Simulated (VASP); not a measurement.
Wanted: the native input for a VASP 6.6.1 run.

| Quantity | Value |
| --- | --- |
| Task | relaxation of cell and atoms |
| Functional | PBE |
| Potentials or basis | VASP PAW PBE potentials, release 64 (Zn, S) |
| Cutoff | 500 eV |
| k mesh | 6 × 6 × 4 |
| Occupations | gaussian, width 0.05 eV |
| Spin | no spin polarisation |
| Dipole correction | no |
| Further INCAR settings | ALGO = Normal; EDIFF = 1e-07; IBRION = 2; EDIFFG = -0.01; NSW = 100; ISIF = 3 |

The structure of ZnS lies in POSCAR:

```
ZnS
1.0
    3.8454929889      0.0000000000      0.0000000000
   -1.9227464944      3.3302946184      0.0000000000
    0.0000000000      0.0000000000      6.3053333047
Zn S
2 2
Direct
    0.3471936601      0.6685133852      0.0352026153
    0.6680944294      0.3503761190      0.5040312806
    0.3611826853      0.6565513030      0.3473158814
    0.6235292252      0.3245591928      0.8834502228
```

One way to write it, as run:

INCAR

```
SYSTEM = ZnS
PREC = Accurate ; ENCUT = 500
EDIFF = 1E-7 ; ISMEAR = 0
SIGMA = 0.05 ; LREAL = .False.
LASPH = .True. ; NELM = 120
ALGO = Normal ; ISIF = 3
LWAVE = .False. ; LCHARG = .False.
GGA = PE ; IBRION = 2
NSW = 100 ; EDIFFG = -0.01
GGA_COMPAT = .False. ; NELMIN = 4
```

KPOINTS

```
regular mesh
0
Gamma
  6 6 4
  0 0 0
```

Potentials or basis: VASP PAW PBE potentials, release 64 (Zn, S).

Command:

```sh
$ cat potpaw_PBE.64/Zn/POTCAR potpaw_PBE.64/S/POTCAR > POTCAR
$ mpirun -np 1 vasp_std > vasp.out
```

It gave:

```
Relaxed volume                        : 20.22 Å³/atom
Relaxed cell                          : a = 3.848 Å, b = 3.847 Å, c = 6.309 Å, α = 90.01°, β = 90.00°, γ = 120.00°
Space group after relaxing (to 0.1 Å) : P6_3mc (No. 186)
Energy gained by relaxing             : 240.1 meV/atom
Ionic steps                           : 23
Pressure after relaxing               : 0.0 GPa
Largest force after relaxing          : 0.007 eV/Å
Band gap on the k mesh                : 2.07 eV
```

Wall time 13 min on 1 thread of Intel(R) Xeon(R) 6975P-C (Granite Rapids) (shared host), peak memory 0.26 GiB.
